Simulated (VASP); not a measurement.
Wanted: the native input for a VASP 6.6.1 run.

```yaml
Task: single point
Functional: LDA
Potentials_or_basis: VASP PAW LDA potentials, release 64 (Pd, I)
Cutoff: 520 eV
k_mesh: 13 × 13 × 13
Occupations: fermi-dirac, width 0.1 eV
Spin: no spin polarisation
Dipole_correction: no
Further_INCAR_settings: ALGO = Normal; EDIFF = 1e-07; NBANDS = 16
```

The structure of PdI (rocksalt type) lies in POSCAR:

```
PdI
1.0
    0.0000000000      2.7867659878      2.7867659878
    2.7867659878      0.0000000000      2.7867659878
    2.7867659878      2.7867659878      0.0000000000
Pd I
1 1
Direct
    0.0000000000      0.0000000000      0.0000000000
    0.5000000000      0.5000000000      0.5000000000
```

One way to write it, as run:

INCAR

```
ALGO = Normal ; EDIFF = 1E-7
ENCUT = 520 ; GGA = CA
ISIF = 2 ; ISMEAR = -1
LASPH = True ; LCHARG = False
LREAL = False ; LWAVE = False
NBANDS = 16 ; NELM = 100
PREC = Accurate ; SIGMA = 0.1
```

KPOINTS

```
k-points
0
Gamma
  13 13 13
```

Potentials or basis: VASP PAW LDA potentials, release 64 (Pd, I).

Launch:

```sh
$ cat potpaw_LDA.64/Pd/POTCAR potpaw_LDA.64/I/POTCAR > POTCAR
$ mpirun -np 1 vasp_std > vasp.out
```

Results of the run:

The pressure is 0.1 GPa.

Caveat: an odd number of electrons without spin polarisation forces a metal; a magnetic or distorted state may lie lower.

Wall time 22 s on 1 thread of Intel(R) Xeon(R) 6975P-C (Granite Rapids) (shared host), peak memory 0.19 GiB.
